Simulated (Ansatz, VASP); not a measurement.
# One calculation of WSe2, two programs

File INCAR:

```
SYSTEM = WSe2
  PREC = Accurate
  ENCUT = 520
  EDIFF = 1E-7
  ISMEAR = 0
  SIGMA = 0.02
  LREAL = .False.
  LASPH = .True.
  NELM = 80
  ALGO = Normal
  ISIF = 2
  LWAVE = .False.
  LCHARG = .True.
  GGA = PE
  IVDW = 12
  LELF = .True.
  LVHAR = .True.
  NBANDS = 35
```

KPOINTS

```
regular mesh
0
Gamma
  12 12 2
  0 0 0
```

POSCAR

```
WSe2
1.0
    3.1807985576      0.0000000000      0.0000000000
   -1.5903992788      2.7546523552      0.0000000000
    0.0000000000      0.0000000000     12.9409755222
W Se
2 4
Direct
    0.6666666667      0.3333333333      0.2499612159
    0.3333333333      0.6666666667      0.7500387841
    0.3333333333      0.6666666667      0.3830594470
    0.6666666667      0.3333333333      0.8831361514
    0.3333333333      0.6666666667      0.1168638486
    0.6666666667      0.3333333333      0.6169405530
```

Input for Ansatz:

```yaml
crystal:
  lattice:
    - [3.1807985576, 0.0, 0.0]
    - [-1.5903992788, 2.7546523552, 0.0]
    - [0.0, 0.0, 12.9409755222]
  atoms:
    - { symbol: W, position: [0.6666666667, 0.3333333333, 0.2499612159] }
    - { symbol: W, position: [0.3333333333, 0.6666666667, 0.7500387841] }
    - { symbol: Se, position: [0.3333333333, 0.6666666667, 0.383059447] }
    - { symbol: Se, position: [0.6666666667, 0.3333333333, 0.8831361514] }
    - { symbol: Se, position: [0.3333333333, 0.6666666667, 0.1168638486] }
    - { symbol: Se, position: [0.6666666667, 0.3333333333, 0.616940553] }
basis:
  ecutwfc: 420
kpoints:
  mp_grid: { grid: [12, 12, 2] }
  band_path: { path: [VBM, CBM], npoints: 2 }
hamiltonian:
  xc: pbe
  dispersion: d3bj
scf:
  occupations: { method: gaussian, width: 0.02 }
output:
  forces: true
  stress: true
  eigenvalues: true
checkpoint:
  read: start.run
  write: ck
  compress: false
  write_wavefunctions: false
  write_every: 100000
```

Alike in both runs: task single point; functional PBE; dispersion D3(BJ); k mesh 12 × 12 × 2; occupations gaussian, width 0.02 eV; no spin polarisation.

|  | VASP | Ansatz |
| --- | --- | --- |
| version | VASP 6.6.1 | Ansatz 0.2.0 |
| potentials or method | VASP PAW PBE potentials, release 64 (W_sv, Se), cutoff 520 eV | scalar-relativistic, plane waves, PAW |
| valence electrons in the cell | 52 | 92 |

```tsv
	VASP	Ansatz	Ansatz less VASP
gap on the k mesh at the Fermi level (eV)	0.88	0.88	-0.001
least direct gap on the mesh (eV)	1.68	1.68	+0.001
pressure (GPa)	5.7	5.3	-0.39
traceless stress, the component that is largest in VASP (GPa)	-5.15	-5.26	-0.110
rms of the force components (eV/Å)	0.025	0.000	-0.0248
```

Atom by atom the forces differ by 0.025 eV/Å (rms over components). VASP's potentials hold 52 valence electrons a cell and Ansatz's 92, so a difference there can come from the potentials and not from the codes.

Neither program's run includes spin-orbit coupling.
